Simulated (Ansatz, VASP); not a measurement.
**Two plane-wave programs on SrTiO3**

```
Sr Ti O
1.0
     3.93641    0.00000    0.00000
     0.00000    3.93641    0.00000
     0.00000    0.00000    3.93641
Sr Ti O
1 1 3
Direct
  0.03666 0.00000 0.00000
  0.45933 0.50000 0.50000
  0.97988 0.50000 0.50000
  0.47053 0.00000 0.50000
  0.47053 0.50000 0.00000
```

Change from the starting cell: mode 1 frozen in at -0.019 Å and mode 7 at +0.173 Å (largest displacements).

Alike in both runs: task single point; functional PBE; k mesh 8 × 8 × 8; occupations gaussian, width 0.05 eV; no spin polarisation.

```csv
,VASP,Ansatz
version,VASP 6.6.1,Ansatz 0.2.0
potentials or method,"VASP PAW PBE potentials, release 64 (Sr_sv, Ti_sv, O), cutoff 520 eV","scalar-relativistic, plane waves, PAW"
valence electrons in the cell,40,40
```

Ansatz gave:

```
gap on the k mesh at the Fermi level (eV)                     : 1.84
least direct gap on the mesh (eV)                             : 2.22
pressure (GPa)                                                : 2.2
traceless stress, the component that is largest in VASP (GPa) : 0.21
rms of the force components (eV/Å)                            : 0.323
```

Task: Which values does VASP return?

Result: gap on the k mesh at the Fermi level (eV): 1.81; least direct gap on the mesh (eV): 2.20; pressure (GPa): 2.8; traceless stress, the component that is largest in VASP (GPa): 0.22; rms of the force components (eV/Å): 0.340.

Atom by atom the forces differ by 0.021 eV/Å (rms over components).
